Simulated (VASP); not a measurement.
SnO: single point with PBE

Crystal: SnO.

```
Sn O
1.0
     3.90637    0.00000    0.00000
     0.00000    3.90637    0.00000
     0.00000    0.00000    4.90114
Sn O
2 2
Direct
  0.00000 0.50000 0.22770
  0.50000 0.00000 0.77230
  0.50000 0.50000 0.00000
  0.00000 0.00000 0.00000
```

This cell differs from its parent crystal: strain +3.0%.

* Program: VASP 6.6.1
* Task: single point
* Functional: PBE
* Potentials or basis: VASP PAW PBE potentials, release 64 (Sn_d, O)
* Cutoff: 600 eV
* k mesh: 6 × 6 × 6
* Occupations: fermi-dirac, width 0.02 eV
* Spin: no spin polarisation

The pressure is 0.9 GPa and the largest force is 0.515 eV/Å. The band gap on the k mesh is 0.65 eV, indirect (least direct gap 1.90 eV).

Forces in eV/Å, atoms in the order of the input:
```
Sn   0.000  0.000  0.515
Sn   0.000  0.000 -0.515
O    0.000  0.000  0.000
O    0.000  0.000  0.000
```

Stress tensor (GPa, compression positive):
```
0.12 0.00 0.00
0.00 0.12 0.00
0.00 0.00 2.56
```

Levels at points of the mesh, in eV from the valence-band top:
| k point | band 17 | band 18 | band 19 | band 20 | band 21 | band 22 | band 23 | band 24 |
| --- | --- | --- | --- | --- | --- | --- | --- | --- |
| (0.00, 0.00, 0.00) | -3.06 | -2.97 | -2.97 | -0.02 | 1.95 | 4.29 | 5.01 | 5.01 |
| (0.50, 0.00, 0.00) | -4.50 | -4.50 | -2.14 | -2.14 | 3.31 | 3.31 | 5.73 | 5.73 |
| (0.50, 0.50, 0.00) | -2.31 | -2.31 | -1.52 | -1.52 | 0.65 | 0.65 | 4.87 | 4.87 |
| (0.00, 0.00, 0.50) | -3.13 | -2.98 | -2.98 | -1.61 | 1.54 | 3.36 | 3.36 | 3.65 |
| (0.50, 0.00, 0.50) | -4.49 | -4.49 | -1.33 | -1.33 | 2.73 | 2.73 | 5.60 | 5.60 |
| (0.50, 0.50, 0.50) | -2.31 | -2.31 | -2.23 | -2.23 | 2.85 | 2.85 | 4.08 | 4.08 |

Wall time 120 s on 1 thread of Intel Xeon 8259CL, on a shared host, peak memory 0.24 GiB.

Caveat: the cell differs from its parent crystal (strain +3.0%); spin-orbit coupling is left out, which moves the levels of the heavy elements. A k mesh can miss the band edges.
